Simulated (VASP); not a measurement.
Here is a VASP 6.6.1 calculation.

File POSCAR:

```
Hf
1.0
    3.1980938002      0.0000000000      0.0000000000
   -1.5990469001      2.7696304747      0.0000000000
    0.0000000000      0.0000000000      5.0457226169
Hf
2
Direct
    0.3333333333      0.6666666667      0.2500000000
    0.6666666667      0.3333333333      0.7500000000
```

File INCAR.step1:

```
  PREC = Accurate
  ENCUT = 520
  ISMEAR = 0
  SIGMA = 0.1
  LREAL = F
  LASPH = T
  NELM = 60
  NBANDS = 17
  GGA = PE
  ALGO = Normal
  EDIFF = 1E-4
  LWAVE = T
  LCHARG = F
```

INCAR.step2

```
  PREC = Accurate
  ENCUT = 520
  EDIFF = 1E-6
  ISMEAR = 0
  SIGMA = 0.1
  LREAL = F
  LASPH = T
  NELM = 60
  ALGO = Normal
  ISIF = 2
  LWAVE = F
  LCHARG = F
  METAGGA = R2SCAN
  LMIXTAU = T
  NBANDS = 17
  ISTART = 1
```

File KPOINTS:

```
Automatic mesh
0
Gamma
  15 15 8
```

Potentials or basis: VASP PAW PBE potentials, release 64 (Hf_pv).

Command:

```sh
$ cat potpaw_PBE.64/Hf_pv/POTCAR > POTCAR
$ cp INCAR.step1 INCAR
$ mpirun -np 1 vasp_std > vasp.out
$ cp INCAR.step2 INCAR
$ mpirun -np 1 vasp_std > vasp.out
```

Q: What does it give for the pressure?

A: -0.6 GPa.

Q: Estimate the band gap on the k mesh.

A: Zero (band 10 reaches 6.17 eV, above the bottom of band 11 at 4.42 eV).

Stress tensor (GPa, compression positive):
```
-0.54  0.00  0.00
 0.00 -0.54  0.00
 0.00  0.00 -0.64
```

Caveat: the PAW data sets were made with another functional, which shifts forces and pressure a little; spin-orbit coupling is left out, which moves the levels of the heavy elements.
